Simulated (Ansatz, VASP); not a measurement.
**Nb3N: VASP beside Ansatz**

The input INCAR:

```
PREC     = Accurate       # precision mode
ENCUT    = 600            # plane-wave cutoff, eV
EDIFF    = 1E-6           # SCF threshold, eV
ISMEAR   = 0              # smearing method
SIGMA    = 0.1            # smearing width, eV
LREAL    = False          # projectors in reciprocal space
LASPH    = True           # aspherical terms in the spheres
NELM     = 100            # most SCF steps
ALGO     = Normal         # electronic algorithm
ISIF     = 3              # what is computed and relaxed
LWAVE    = False          # write WAVECAR
LCHARG   = False          # write CHGCAR
GGA      = PE             # functional
IBRION   = 2              # ionic algorithm
NSW      = 90             # ionic steps
EDIFFG   = -0.04          # ionic threshold
```

File KPOINTS:

```
regular mesh
0
Gamma
  4 4 6
```

File POSCAR:

```
Nb3N
1.0
    2.7931698400     -2.9888918800      0.0000000000
    2.7931698400      2.9888918800      0.0000000000
    0.0000000000      0.0000000000      3.6039758000
Nb N
3 1
Direct
    0.7075769200      0.2924230800      0.0000000000
    0.2924230800      0.7075769200      0.0000000000
    0.0000000000      0.0000000000      0.5000000000
    0.0000000000      0.0000000000      0.0000000000
```

Input for Ansatz:

```yaml
crystal:
  lattice:
    - [2.79316984, -2.98889188, 0.0]
    - [2.79316984, 2.98889188, 0.0]
    - [0.0, 0.0, 3.6039758]
  atoms:
    - { symbol: Nb, position: [0.70757692, 0.29242308, 0.0] }
    - { symbol: Nb, position: [0.29242308, 0.70757692, 0.0] }
    - { symbol: Nb, position: [0.0, 0.0, 0.5] }
    - { symbol: "N", position: [0.0, 0.0, 0.0] }
basis:
  ecutwfc: 420
kpoints:
  mp_grid: { grid: [4, 4, 6] }
hamiltonian:
  xc: pbe
scf:
  occupations: { method: gaussian, width: 0.1 }
  lower_state_search: "off"
output:
  forces: true
  stress: true
  eigenvalues: true
relax:
  adjacent_minimum: "off"
  f_tol: 0.04
  max_steps: 70
  cell: { stress_tol: 0.4 }
```

Alike in both runs: task relaxation of cell and atoms; functional PBE; k mesh 4 × 4 × 6; occupations gaussian, width 0.1 eV; no spin polarisation.

|  | VASP | Ansatz |
| --- | --- | --- |
| version | VASP 6.6.1 | Ansatz 0.2.0 |
| potentials or method | VASP PAW PBE potentials, release 64 (Nb_sv, N), cutoff 600 eV | scalar-relativistic, plane waves, PAW |
| valence electrons in the cell | 44 | 44 |

```csv
,VASP,Ansatz,Ansatz less VASP
"gap on the k mesh at the Fermi level, each at its own relaxed structure (eV)",none,none,-
relaxed volume (Å³/atom),17.19,17.19,-0.001
relaxed length of the cell vector where the two differ most in proportion (Å),4.335,4.342,+0.0078
```

A gap of «none» marks a metal or a gap that the smearing closes.

The k mesh is coarse, so the values compare programs but aren't converged.
